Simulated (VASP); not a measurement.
# Te (P3_121) in VASP: notebook

Te is run at these levels: LDA; tasks: electric field gradients.

All numbers are computed with VASP 6.6.1; they aren't measurements. Logs are shortened: lines on timing, memory, paths and dates and some standing lists are left out, and cuts for length are marked.

## (1) The cell of the first run

The structure is trigonal, space group P3_121 (No. 152). The conventional cell has a = 4.473 Å, b = 4.473 Å, c = 5.945 Å, α = 90.00°, β = 90.00°, γ = 120.00°. Te (site symmetry 2) has 6 Te at 2.80 to 3.54 Å within 3.7 Å.

## (2) Electric field gradients, LDA (34.33 Å³/atom)

Input file INCAR:

```
SYSTEM = Te
PREC = Accurate
ENCUT = 520
EDIFF = 1E-8
ISMEAR = -1
SIGMA = 0.08
LREAL = .FALSE.
LASPH = .TRUE.
NELM = 60
ALGO = Normal
ISIF = 2
LWAVE = .FALSE.
LCHARG = .FALSE.
LEFG = .TRUE.
NBANDS = 16
```

Input file KPOINTS:

```
regular mesh
0
G
  9 9 6
  0 0 0
```

Input file POSCAR:

```
Te
1.0
    4.4728101969      0.0000000000      0.0000000000
   -2.2364050985      3.8735672569      0.0000000000
    0.0000000000      0.0000000000      5.9446845300
Te
3
Direct
    0.7450000000      0.0000000000      0.3333333333
    0.0000000000      0.7450000000      0.6666666667
    0.2550000000      0.2550000000      0.0000000000
```

Potentials or basis: VASP PAW LDA potentials, release 64 (Te).

Command:

```
$ cat potpaw_LDA.64/Te/POTCAR > POTCAR
$ mpirun -np 1 vasp_std > vasp.out
```

OUTCAR:

```text
SYSTEM = Te
   PREC = Accurate
   ENCUT = 520
   EDIFF = 1E-8
   ISMEAR = -1
   LREAL = .FALSE.
   LASPH = .TRUE.
   NELM = 60
   ISIF = 2

 ion  position               nearest neighbor table
   1  0.745  0.000  0.333-   3 2.80   2 2.80   3 3.54   3 3.54   2 3.54   2 3.54
   2  0.000  0.745  0.667-   3 2.80   1 2.80   3 3.54   3 3.54   1 3.54   1 3.54
   3  0.255  0.255  0.000-   1 2.80   2 2.80   2 3.54   1 3.54   2 3.54   1 3.54

  LATTYP: Found a hexagonal cell.
 ALAT       =     4.4728101969
 C/A-ratio  =     1.3290714938

  Lattice vectors:

 A1 = (   4.4728101969,   0.0000000000,   0.0000000000)
 A2 = (  -2.2364050985,   3.8735672569,   0.0000000000)
 A3 = (   0.0000000000,   0.0000000000,   5.9446845300)

Analysis of symmetry for initial positions (statically):
=====================================================================
 Subroutine PRICEL returns:
 Original cell was already a primitive cell.

 Routine SETGRP: Setting up the symmetry group for a
 hexagonal supercell.

 Subroutine GETGRP returns: Found  6 space group operations
 (whereof  2 operations were pure point group operations)
 out of a pool of 24 trial point group operations.

The static configuration has the point symmetry C_2 .
 The point group associated with its full space group is D_3 .

Analysis of symmetry for dynamics (positions and initial velocities):
=====================================================================
 Subroutine PRICEL returns:
 Original cell was already a primitive cell.

 Routine SETGRP: Setting up the symmetry group for a
 hexagonal supercell.

 Subroutine GETGRP returns: Found  6 space group operations
 (whereof  2 operations were pure point group operations)
 out of a pool of 24 trial point group operations.

The dynamic configuration has the point symmetry C_2 .
 The point group associated with its full space group is D_3 .

 Subroutine INISYM returns: Found  6 space group operations
 (whereof  2 operations are pure point group operations),
 and found     1 'primitive' translations

----------------------------------------------------------------------------------------

                                     Primitive cell

  volume of cell :     102.9960

  direct lattice vectors                    reciprocal lattice vectors
     4.472810197  0.000000000  0.000000000     0.223573091  0.129079984  0.000000000
    -2.236405099  3.873567257  0.000000000     0.000000000  0.258159968  0.000000000
     0.000000000  0.000000000  5.944684530     0.000000000  0.000000000  0.168217505

  length of vectors
     4.472810197  4.472810197  5.944684530     0.258159968  0.258159968  0.168217505

  position of ions in fractional coordinates (direct lattice)
     0.745000000  0.000000000  0.333333333
     0.000000000  0.745000000  0.666666667
     0.255000000  0.255000000  0.000000000

  ion indices of the primitive-cell ions
   primitive index   ion index
                 1           1
                 2           2
                 3           3

----------------------------------------------------------------------------------------

 KPOINTS: regular mesh

Automatic generation of k-mesh.
 Grid dimensions read from file:
 generate k-points for:    9    9    6

 Generating k-lattice:

  Cartesian coordinates                     Fractional coordinates (reciprocal lattice)
     0.024841455  0.014342220  0.000000000     0.111111111 -0.000000000  0.000000000
     0.000000000  0.028684441  0.000000000     0.000000000  0.111111111  0.000000000
     0.000000000  0.000000000  0.028036251     0.000000000  0.000000000  0.166666667

  Length of vectors
     0.028684441  0.028684441  0.028036251

  Shift w.r.t. Gamma in fractional coordinates (k-lattice)
     0.000000000  0.000000000  0.000000000

 Subroutine IBZKPT returns following result:
 ===========================================

 Found     62 irreducible k-points:

 Following reciprocal coordinates:
            Coordinates               Weight
  0.000000  0.000000  0.000000      1.000000
  0.111111  0.000000  0.000000      6.000000
  0.222222 -0.000000  0.000000      6.000000
  0.333333  0.000000  0.000000      6.000000
  0.444444 -0.000000  0.000000      6.000000
  0.111111  0.111111  0.000000      6.000000
[... 16 lines left out ...]
  0.222222  0.111111  0.166667     12.000000
 -0.111111  0.333333  0.166667     12.000000
 [... further k-points ...]
   k-points           NKPTS =     62   k-points in BZ     NKDIM =     62   number of bands    NBANDS=     16
   number of dos      NEDOS =    301   number of ions     NIONS =      3
   total plane-waves  NPLWV =  62208
   dimension x,y,z NGX =    36 NGY =   36 NGZ =   48
   dimension x,y,z NGXF=    72 NGYF=   72 NGZF=   96
   ions per type =               3
   NGX,Y,Z   is equivalent  to a cutoff of  13.38, 13.38, 13.42 a.u.
   NGXF,Y,Z  is equivalent  to a cutoff of  26.76, 26.76, 26.85 a.u.
 SYSTEM =  Te
   PREC   = accura    normal or accurate (medium, high low for compatibility)
   ISTART =      0    job   : 0-new  1-cont  2-samecut
   ICHARG =      2    charge: 1-file 2-atom 10-const
   ISPIN  =      1    spin polarized calculation?
   LNONCOLLINEAR =      F non collinear calculations
   LSORBIT =      F    spin-orbit coupling
   LASPH  =      T    aspherical Exc in radial PAW
   ENCUT  =  520.0 eV  38.22 Ry    6.18 a.u.   8.32  8.32 11.05*2*pi/ulx,y,z
   NELM   =     60;   NELMIN=  2; NELMDL= -5     # of ELM steps
   EDIFF  = 0.1E-07   stopping-criterion for ELM
   LREAL  =      F    real-space projection
   EDIFFG = 0.1E-06   stopping-criterion for IOM
   NSW    =      0    number of steps for IOM
   IBRION =     -1    ionic relax: 0-MD 1-quasi-New 2-CG
   NFREE  =      0    steps in history (QN), initial steepest desc. (CG)
   ISIF   =      2    stress and relaxation
   ISYM   =      2    0-nonsym 1-usesym 2-fastsym
   POTIM  = 0.5000    time-step for ionic-motion
   TEBEG  =    0.0;   TEEND  =   0.0 temperature during run
   PSTRESS=    0.0 pullay stress
   NELECT =      18.0000    total number of electrons
   NUPDOWN=      -1.0000    fix difference up-down
   EMIN   =  10.00;   EMAX   =-10.00  energy-range for DOS
   EFERMI =   0.00;   METHOD = LEGACY
   ISMEAR =    -1;   SIGMA  =   0.08  broadening in eV -4-tet -1-fermi 0-gaus
   EFERMI_NEDOS =   21; number of points for ismear=-14 and -15
   IALGO  =     38    algorithm
   IMIX   =      4    mixing-type and parameters
     AMIX     =   0.40;   BMIX     =  1.00
     AMIX_MAG =   1.60;   BMIX_MAG =  1.00
  volume/ion in A,a.u.               =      34.33       231.68
  Fermi-wavevector in a.u.,A,eV,Ry     =   0.915290  1.729648 11.398368  0.837756
  Thomas-Fermi vector in A             =   2.040015
   LORBIT       =      0    0 simple, 1 ext, 2 COOP (PROOUT), +10 PAW based schemes
   GGA     = CA    functional components
   LHFCALC =     F    Hartree Fock is set to
   AEXX    =    0.0000 exact exchange contribution
   IVDW    =     0    specifies the selected vdW correction
   LEPSILON=     F    determine dielectric tensor
   LRPA    =     F    only Hartree local field effects (RPA)
 non-spin polarized calculation
  energy-cutoff  :      520.00
  volume of cell :      103.00
 maximum number of plane-waves:      2830
 NGX is ok and might be reduce to    36
   NGX = 17   NGY = 17   NGZ = 23

 number of electron      17.9999999 magnetization

 Free energy of the ion-electron system (eV)
  ---------------------------------------------------
  ext. energy  EPLUGINS =         0.00000000
  ---------------------------------------------------
  free energy    TOTEN  =       -11.29148825 eV

  energy without entropy =      -11.28911483  energy(sigma->0) =      -11.29030154

 E-fermi :   5.7416     XC(G=0):  -9.2364

 val. band max:        5.6965675095   @ k =   0.3333   0.3333   0.5000
 cond. band min:       6.2325896389   @ k =   0.0000   0.0000   0.5000
 fundamental gap:      0.5360221294
 Fermi energy:         5.7415645798

 k-point     1 :       0.0000    0.0000    0.0000
  band No.  band energies     occupation
      1      -8.0715      2.00000
      2      -4.7260      2.00000
      3      -4.7260      2.00000
      4       2.5440      2.00000
      5       2.7667      2.00000
      6       2.7667      2.00000
[... 433 lines left out ...]
      3      -4.1628      2.00000
      4       1.0741      2.00000
      5       1.5015      2.00000
      6       2.5634      2.00000
[... 8 lines left out ...]
     15      12.1261      0.00000
     16      12.5008      0.00000

 [... further k-points ...]

------------------------ aborting loop because EDIFF is reached ----------------------------------------

  FORCE on cell =-STRESS in cart. coord.  units (eV):
  Direction    XX          YY          ZZ          XY          YZ          ZX
  --------------------------------------------------------------------------------------
  -------------------------------------------------------------------------------------
  Total       -0.5185200     -0.5185200     -0.2377713      0.0000000      0.0000000      0.0000000
  in kB       -8.0659528     -8.0659528     -3.6987039      0.0000000      0.0000000      0.0000000
  external PRESSURE =      -6.6102032 kB  Pullay stress =       0.0000000 kB

 VOLUME and BASIS-vectors are now :
 -----------------------------------------------------------------------------
  energy-cutoff  :      520.00
  volume of cell :      103.00
      direct lattice vectors                 reciprocal lattice vectors
     4.472810197  0.000000000  0.000000000     0.223573091  0.129079984  0.000000000
    -2.236405099  3.873567257  0.000000000     0.000000000  0.258159968  0.000000000
     0.000000000  0.000000000  5.944684530     0.000000000  0.000000000  0.168217505

 POSITION                                       TOTAL-FORCE (eV/Angst)
 -----------------------------------------------------------------------------------
      3.33224      0.00000      1.98156        -0.451714      0.000000      0.000000
     -1.66612      2.88581      3.96312         0.225857     -0.391196     -0.000000
      0.57028      0.98776      0.00000         0.225857      0.391196     -0.000000
 -----------------------------------------------------------------------------------
    total drift:                                0.000000      0.000000     -0.000000

  FREE ENERGIE OF THE ION-ELECTRON SYSTEM (eV)
  ---------------------------------------------------
  free  energy   TOTEN  =       -11.2914882523 eV

  energy  without entropy=      -11.2891148283  energy(sigma->0) =      -11.29030154

 Electric field gradients (V/A^2)
---------------------------------------------------------------------
 ion       V_xx      V_yy      V_zz      V_xy      V_xz      V_yz
---------------------------------------------------------------------
   1     179.319  -407.885   228.566     0.000    -0.000  -345.761
   2    -261.084    32.518   228.566  -254.267   299.438   172.880
   3    -261.084    32.518   228.565   254.267  -299.438   172.880
---------------------------------------------------------------------

 Electric field gradients after diagonalization (V/A^2)
 (convention: |V_zz| > |V_xx| > |V_yy|)
----------------------------------------------------------------------
 ion       V_xx      V_yy      V_zz     asymmetry (V_yy - V_xx)/ V_zz
----------------------------------------------------------------------
   1     380.253   179.319  -559.572       0.359
   2     380.253   179.319  -559.572       0.359
   3     380.253   179.320  -559.572       0.359
----------------------------------------------------------------------

           NMR quadrupolar parameters

 Cq : quadrupolar parameter    Cq=e*Q*V_zz/h
 eta: asymmetry parameters     (V_yy - V_xx)/ V_zz
 Q  : nuclear electric quadrupole moment in mb (millibarn)
----------------------------------------------------------------------
 ion       Cq(MHz)       eta       Q (mb)
----------------------------------------------------------------------
   1      -1.353       0.359       1.000
   2      -1.353       0.359       1.000
   3      -1.353       0.359       1.000
----------------------------------------------------------------------
```

It took 1.8 min on 1 thread of AMD EPYC 7R43 (Zen 3), shared host; peak memory 0.2 GiB.

What came out:

```
Free energy                             : -11.2915 eV
Pressure                                : -0.7 GPa
Largest force                           : 0.452 eV/Å
Band gap on the k mesh                  : 0.08 eV
Largest electric field gradient by atom : Te -559.6 V/Å²
```

Forces on the atoms (eV/Å):
```
Te  -0.452  0.000  0.000
Te   0.226 -0.391  0.000
Te   0.226  0.391  0.000
```

Levels at points of the mesh, in eV from the valence-band top:
| k point | band 7 | band 8 | band 9 | band 10 | band 11 | band 12 |
| --- | --- | --- | --- | --- | --- | --- |
| (0.00, 0.00, 0.00) | -1.60 | -1.60 | -0.58 | 1.05 | 1.05 | 1.74 |
| (0.00, 0.00, 0.50) | -1.31 | -1.07 | -1.07 | 0.62 | 0.72 | 0.72 |

Electric field gradients, principal values (V/Å²):
```tsv
atom	least	middle	greatest (by size)
1 Te	179.319	380.253	-559.572
2 Te	179.319	380.253	-559.572
3 Te	179.320	380.253	-559.572
```

Caveat: the smearing spreads over this small gap; semilocal functionals underestimate gaps, and a narrow one can read as zero; without QUAD_EFG the Cq values of the log hold for a quadrupole moment of 1 mb, not for the nuclei; spin-orbit coupling is left out, which moves the levels of the heavy elements.

## (3) Electric field gradients, LDA (35.35 Å³/atom)

This run uses another cell than the first one, of 35.35 Å³/atom.

Input file INCAR:

```
PREC = Accurate
ENCUT = 520
EDIFF = 1E-8
ISMEAR = -1
SIGMA = 0.08
LREAL = F
LASPH = T
NELM = 80
ALGO = Normal
ISIF = 2
LWAVE = F
LCHARG = F
GGA = CA
LEFG = T
NBANDS = 16
```

Input file KPOINTS:

```
Automatic mesh
0
Gamma
  9 9 6
```

Input file POSCAR:

```
Te
1.0
    4.5166640738      0.0000000000      0.0000000000
   -2.2583320370      3.9115458283      0.0000000000
    0.0000000000      0.0000000000      6.0029694676
Te
3
Direct
    0.7450000000      0.0000000000      0.3333333333
    0.0000000000      0.7450000000      0.6666666667
    0.2550000000      0.2550000000      0.0000000000
```

Potentials or basis: VASP PAW LDA potentials, release 64 (Te).

Command:

```
$ cat potpaw_LDA.64/Te/POTCAR > POTCAR
$ mpirun -np 1 vasp_std > vasp.out
```

OUTCAR:

```text
PREC = Accurate
   ENCUT = 520
   EDIFF = 1E-8
   ISMEAR = -1
   LREAL = F
   LASPH = T
   NELM = 80
   ISIF = 2
   GGA = CA

 ion  position               nearest neighbor table
   1  0.745  0.000  0.333-   3 2.83   2 2.83   3 3.57   3 3.57   2 3.57   2 3.57
   2  0.000  0.745  0.667-   3 2.83   1 2.83   3 3.57   3 3.57   1 3.57   1 3.57
   3  0.255  0.255  0.000-   1 2.83   2 2.83   2 3.57   1 3.57   1 3.57   2 3.57

  LATTYP: Found a hexagonal cell.
 ALAT       =     4.5166640738
 C/A-ratio  =     1.3290714938

  Lattice vectors:

 A1 = (   4.5166640738,   0.0000000000,   0.0000000000)
 A2 = (  -2.2583320370,   3.9115458283,   0.0000000000)
 A3 = (   0.0000000000,   0.0000000000,   6.0029694676)

Analysis of symmetry for initial positions (statically):
=====================================================================
 Subroutine PRICEL returns:
 Original cell was already a primitive cell.

[... 655 lines left out ...]
     0.000000000  0.000000000  6.002969468     0.000000000  0.000000000  0.166584222

 POSITION                                       TOTAL-FORCE (eV/Angst)
 -----------------------------------------------------------------------------------
      3.36491      0.00000      2.00099        -0.258005     -0.000000      0.000000
     -1.68246      2.91410      4.00198         0.129002     -0.223439     -0.000000
      0.57587      0.99744      0.00000         0.129002      0.223439     -0.000000
 -----------------------------------------------------------------------------------
    total drift:                                0.000000      0.000000     -0.000000

  FREE ENERGIE OF THE ION-ELECTRON SYSTEM (eV)
  ---------------------------------------------------
  free  energy   TOTEN  =       -11.2658929461 eV

  energy  without entropy=      -11.2634141667  energy(sigma->0) =      -11.26465356

 Electric field gradients (V/A^2)
---------------------------------------------------------------------
 ion       V_xx      V_yy      V_zz      V_xy      V_xz      V_yz
---------------------------------------------------------------------
   1     185.241  -414.092   228.850     0.000    -0.000  -351.048
   2    -264.259    35.408   228.850  -259.519   304.016   175.524
   3    -264.258    35.408   228.850   259.519  -304.016   175.524
---------------------------------------------------------------------

 Electric field gradients after diagonalization (V/A^2)
 (convention: |V_zz| > |V_xx| > |V_yy|)
----------------------------------------------------------------------
 ion       V_xx      V_yy      V_zz     asymmetry (V_yy - V_xx)/ V_zz
----------------------------------------------------------------------
   1     383.382   185.241  -568.623       0.348
   2     383.382   185.241  -568.623       0.348
   3     383.381   185.242  -568.623       0.348
----------------------------------------------------------------------

           NMR quadrupolar parameters

 Cq : quadrupolar parameter    Cq=e*Q*V_zz/h
 eta: asymmetry parameters     (V_yy - V_xx)/ V_zz
 Q  : nuclear electric quadrupole moment in mb (millibarn)
----------------------------------------------------------------------
 ion       Cq(MHz)       eta       Q (mb)
----------------------------------------------------------------------
   1      -1.375       0.348       1.000
   2      -1.375       0.348       1.000
   3      -1.375       0.348       1.000
----------------------------------------------------------------------
```

Wall time 99 s (1 thread of AMD EPYC 7R43 (Zen 3), shared host); peak memory 0.2 GiB.

Results:

| Property | Result |
| --- | --- |
| Free energy | -11.2659 eV |
| Pressure | -2.0 GPa |
| Largest force | 0.258 eV/Å |
| Band gap on the k mesh | 0.09 eV |
| Largest electric field gradient by atom | Te -568.6 V/Å² |

Forces on the atoms (eV/Å):
```
Te  -0.258  0.000  0.000
Te   0.129 -0.223  0.000
Te   0.129  0.223  0.000
```

Levels at points of the mesh, in eV from the valence-band top:
```tsv
k point	band 6	band 7	band 8	band 9	band 10	band 11	band 12	band 13
(0.00, 0.00, 0.00)	-2.79	-1.51	-1.51	-0.52	1.04	1.04	1.73	4.93
(0.00, 0.00, 0.50)	-2.52	-1.23	-1.00	-1.00	0.65	0.74	0.74	4.15
```

Electric field gradients, principal values (V/Å²):
| atom | least | middle | greatest (by size) |
| --- | --- | --- | --- |
| 1 Te | 185.241 | 383.382 | -568.623 |
| 2 Te | 185.241 | 383.382 | -568.623 |
| 3 Te | 185.242 | 383.381 | -568.623 |

Caveat: the smearing spreads over this small gap; semilocal functionals underestimate gaps, and a narrow one can read as zero; without QUAD_EFG the Cq values of the log hold for a quadrupole moment of 1 mb, not for the nuclei; spin-orbit coupling is left out, which moves the levels of the heavy elements.

The gap in the log of VASP goes by the Fermi energy; the results here count the filled bands.